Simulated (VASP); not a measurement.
# LiAl2 (Immm) in VASP: single point with PBE

Aim: the single point of LiAl2 with PBE.

All numbers are computed with VASP 6.6.1; they aren't measurements. Logs are shortened: lines on timing, memory, paths and dates and some standing lists are left out, and cuts for length are marked.

### 1 The cell of the first run

It takes space group Immm (No. 71, orthorhombic). Conventional cell: a = 4.728 Å, b = 6.003 Å, c = 8.020 Å, α = 90.00°, β = 90.00°, γ = 90.00°. Li (site symmetry m2m) has 6 Al at 2.66 to 2.72 Å and 2 Li at 2.97 to 3.04 Å within 3.5 Å. Al (site symmetry m) has 3 Li at 2.66 to 2.72 Å and 5 Al at 2.70 to 3.00 Å within 3.5 Å.

### 2 Single point, PBE

File INCAR:

```
SYSTEM = LiAl2
  PREC = Accurate
  ENCUT = 520
  EDIFF = 1E-7
  ISMEAR = 0
  SIGMA = 0.1
  LREAL = .False.
  LASPH = .True.
  NELM = 80
  ALGO = Fast
  ISIF = 2
  LWAVE = .False.
  LCHARG = .False.
  GGA = PE
  NBANDS = 18
```

File KPOINTS:

```
regular mesh
0
Gamma
  6 6 6
  0 0 0
```

File POSCAR:

```
LiAl2
1.0
   -2.3637926927      3.0017475145      4.0102078970
    2.3637926927     -3.0017475145      4.0102078970
    2.3637926927      3.0017475145     -4.0102078970
Li Al
2 4
Direct
    0.7470458437      0.0000000000      0.7470458437
    0.2529541563      0.0000000000      0.2529541563
    0.4180437620      0.6681635094      0.7498802525
    0.9182832569      0.6681635094      0.2501197475
    0.0817167431      0.3318364906      0.7498802525
    0.5819562380      0.3318364906      0.2501197475
```

Potentials or basis: VASP PAW PBE potentials, release 64 (Li_sv, Al).

On the command line:

```sh
cat potpaw_PBE.64/Li_sv/POTCAR potpaw_PBE.64/Al/POTCAR > POTCAR
mpirun -np 1 vasp_std > vasp.out
```

OUTCAR:

```text
SYSTEM = LiAl2
   PREC = Accurate
   ENCUT = 520
   EDIFF = 1E-7
   ISMEAR = 0
   LREAL = .False.
   LASPH = .True.
   NELM = 80
   ISIF = 2
   GGA = PE

 ion  position               nearest neighbor table
   1  0.747  0.000  0.747-   3 2.66   5 2.66   6 2.72   4 2.72   4 2.72   6 2.72
   2  0.253  0.000  0.253-   6 2.66   4 2.66   3 2.72   5 2.72   5 2.72   3 2.72
   3  0.418  0.668  0.750-   1 2.66   5 2.70   6 2.70   6 2.70   2 2.72   2 2.72   4 3.00   4 3.00

   4  0.918  0.668  0.250-   2 2.66   6 2.70   5 2.70   5 2.70   1 2.72   1 2.72   3 3.00   3 3.00

   5  0.082  0.332  0.750-   1 2.66   3 2.70   4 2.70   4 2.70   2 2.72   2 2.72   6 3.00   6 3.00

   6  0.582  0.332  0.250-   2 2.66   4 2.70   3 2.70   3 2.70   1 2.72   1 2.72   5 3.00   5 3.00

  LATTYP: Found a body centered orthorhombic cell.
 ALAT       =     4.7275853854
 B/A-ratio  =     1.2698861130
 C/A-ratio  =     1.6965142118

  Lattice vectors:

 A1 = (  -2.3637926927,   3.0017475145,   4.0102078970)
 A2 = (   2.3637926927,  -3.0017475145,   4.0102078970)
 A3 = (   2.3637926927,   3.0017475145,  -4.0102078970)

Analysis of symmetry for initial positions (statically):
=====================================================================
 Subroutine PRICEL returns:
 Original cell was already a primitive cell.

 Routine SETGRP: Setting up the symmetry group for a
 body centered orthorhombic supercell.

 Subroutine GETGRP returns: Found  8 space group operations
 (whereof  8 operations were pure point group operations)
 out of a pool of  8 trial point group operations.

The static configuration has the point symmetry D_2h.

Analysis of symmetry for dynamics (positions and initial velocities):
=====================================================================
 Subroutine PRICEL returns:
 Original cell was already a primitive cell.

 Routine SETGRP: Setting up the symmetry group for a
 body centered orthorhombic supercell.

 Subroutine GETGRP returns: Found  8 space group operations
 (whereof  8 operations were pure point group operations)
 out of a pool of  8 trial point group operations.

The dynamic configuration has the point symmetry D_2h.

 Subroutine INISYM returns: Found  8 space group operations
 (whereof  8 operations are pure point group operations),
 and found     1 'primitive' translations

[... 103 lines left out ...]
   LREAL  =      F    real-space projection
   EDIFFG = 0.1E-05   stopping-criterion for IOM
   NSW    =      0    number of steps for IOM
   IBRION =     -1    ionic relax: 0-MD 1-quasi-New 2-CG
   NFREE  =      0    steps in history (QN), initial steepest desc. (CG)
   ISIF   =      2    stress and relaxation
   ISYM   =      2    0-nonsym 1-usesym 2-fastsym
   POTIM  = 0.5000    time-step for ionic-motion
   TEBEG  =    0.0;   TEEND  =   0.0 temperature during run
   PSTRESS=    0.0 pullay stress
   NELECT =      18.0000    total number of electrons
   NUPDOWN=      -1.0000    fix difference up-down
   EMIN   =  10.00;   EMAX   =-10.00  energy-range for DOS
   EFERMI =   0.00;   METHOD = LEGACY
   ISMEAR =     0;   SIGMA  =   0.10  broadening in eV -4-tet -1-fermi 0-gaus
   EFERMI_NEDOS =   21; number of points for ismear=-14 and -15
   IALGO  =     68    algorithm
   IMIX   =      4    mixing-type and parameters
     AMIX     =   0.40;   BMIX     =  1.00
     AMIX_MAG =   1.60;   BMIX_MAG =  1.00
  volume/ion in A,a.u.               =      18.97       128.01
  Fermi-wavevector in a.u.,A,eV,Ry     =   0.885310  1.672994 10.663897  0.783774
  Thomas-Fermi vector in A             =   2.006327
   LORBIT       =      0    0 simple, 1 ext, 2 COOP (PROOUT), +10 PAW based schemes
   GGA     = PE    functional components
   LHFCALC =     F    Hartree Fock is set to
   AEXX    =    0.0000 exact exchange contribution
   IVDW    =     0    specifies the selected vdW correction
   LEPSILON=     F    determine dielectric tensor
   LRPA    =     F    only Hartree local field effects (RPA)
 non-spin polarized calculation
 RMM-DIIS sequential band-by-band and
 Gauss-broadening in eV      SIGMA  =   0.10
  energy-cutoff  :      520.00
  volume of cell :      113.82
 maximum number of plane-waves:      3084
 NGX is ok and might be reduce to    42
   NGX = 21   NGY = 21   NGZ = 21

 number of electron      17.9999997 magnetization

 Free energy of the ion-electron system (eV)
  ---------------------------------------------------
  ext. energy  EPLUGINS =         0.00000000
  ---------------------------------------------------
  free energy    TOTEN  =       -17.90291410 eV

  energy without entropy =      -17.88401425  energy(sigma->0) =      -17.89346417

 E-fermi :   4.4768     XC(G=0):  -8.8473

 val. band max:        4.4711318574   @ k =  -0.3333   0.3333   0.3333
 cond. band min:       4.4865222001   @ k =   0.1667   0.0000  -0.0000
 fundamental gap:      0.0153903427
 Fermi energy:         4.4767565052

 k-point     1 :       0.0000    0.0000    0.0000
  band No.  band energies     occupation
      1     -41.9345      2.00000
      2     -41.9269      2.00000
      3      -4.1034      2.00000
      4       0.4128      2.00000
      5       1.8538      2.00000
      6       2.3529      2.00000
[... 481 lines left out ...]
      5      -0.9296      2.00000
      6       0.3126      2.00000
[... 10 lines left out ...]
     17      10.6076      0.00000
     18      11.0576      0.00000

 [... further k-points ...]

------------------------ aborting loop because EDIFF is reached ----------------------------------------

  FORCE on cell =-STRESS in cart. coord.  units (eV):
  Direction    XX          YY          ZZ          XY          YZ          ZX
  --------------------------------------------------------------------------------------
  -------------------------------------------------------------------------------------
  Total        0.1013579     -0.1018466      0.1012135      0.0000000      0.0000000      0.0000000
  in kB        1.4267826     -1.4336611      1.4247500      0.0000000      0.0000000      0.0000000
  external PRESSURE =       0.4726238 kB  Pullay stress =       0.0000000 kB

 VOLUME and BASIS-vectors are now :
 -----------------------------------------------------------------------------
  energy-cutoff  :      520.00
  volume of cell :      113.82
      direct lattice vectors                 reciprocal lattice vectors
    -2.363792693  3.001747514  4.010207897     0.000000000  0.166569639  0.124681815
     2.363792693 -3.001747514  4.010207897     0.211524471  0.000000000  0.124681815
     2.363792693  3.001747514 -4.010207897     0.211524471  0.166569639  0.000000000

 POSITION                                       TOTAL-FORCE (eV/Angst)
 -----------------------------------------------------------------------------------
      0.00000      4.48489      0.00000         0.000000      0.018280     -0.000000
      0.00000      1.51861      0.00000         0.000000     -0.018280     -0.000000
      2.36379      1.50015      1.34874        -0.000000      0.000567     -0.031665
      0.00000      1.50159      5.35895        -0.000000     -0.000567     -0.031665
      2.36379      1.50015     -1.34874         0.000000      0.000567      0.031665
      0.00000      1.50159      2.66147         0.000000     -0.000567      0.031665
 -----------------------------------------------------------------------------------
    total drift:                               -0.000000     -0.000000      0.000000

  FREE ENERGIE OF THE ION-ELECTRON SYSTEM (eV)
  ---------------------------------------------------
  free  energy   TOTEN  =       -17.9029140967 eV

  energy  without entropy=      -17.8840142455  energy(sigma->0) =      -17.89346417
```

It took 2.5 min on 1 thread of Intel Xeon Platinum 8488C (Sapphire Rapids), shared host; peak memory 0.28 GiB.

What came out:

```yaml
Free_energy: -17.9029 eV
Largest_force: 0.032 eV/Å
Band_gap_on_the_k_mesh: zero (band 9 reaches 6.04 eV, above the bottom of band 10 at 3.67 eV)
```

Forces on the atoms (eV/Å):
```
Li   0.000  0.018  0.000
Li   0.000 -0.018  0.000
Al   0.000  0.001 -0.032
Al   0.000 -0.001 -0.032
Al   0.000  0.001  0.032
Al   0.000 -0.001  0.032
```

Levels at points of the mesh, in eV from the Fermi level:
```tsv
k point	band 5	band 6	band 7	band 8	band 9	band 10	band 11	band 12	band 13	band 14
(0.00, 0.00, 0.00)	-2.62	-2.12	-1.19	-1.04	-0.91	-0.61	-0.28	0.19	0.25	2.50
(0.50, 0.00, 0.00)	-2.94	-2.94	-1.31	-1.30	0.40	0.41	0.81	0.82	3.22	3.24
(0.00, 0.50, 0.00)	-4.11	-2.65	-2.54	-2.17	-1.27	-0.42	-0.15	2.74	3.29	3.60
(0.50, 0.50, 0.00)	-4.58	-4.57	-2.51	-2.51	1.57	1.59	2.14	2.14	3.11	3.13
(0.50, 0.50, 0.50)	-5.35	-3.82	-2.68	-0.64	1.30	1.43	2.52	2.53	2.64	4.22
```

Caveat: the cutoff is under 1.25 times the usual one of these potentials, so pressure, stress and relaxed cells hold a basis-set (Pulay) error.
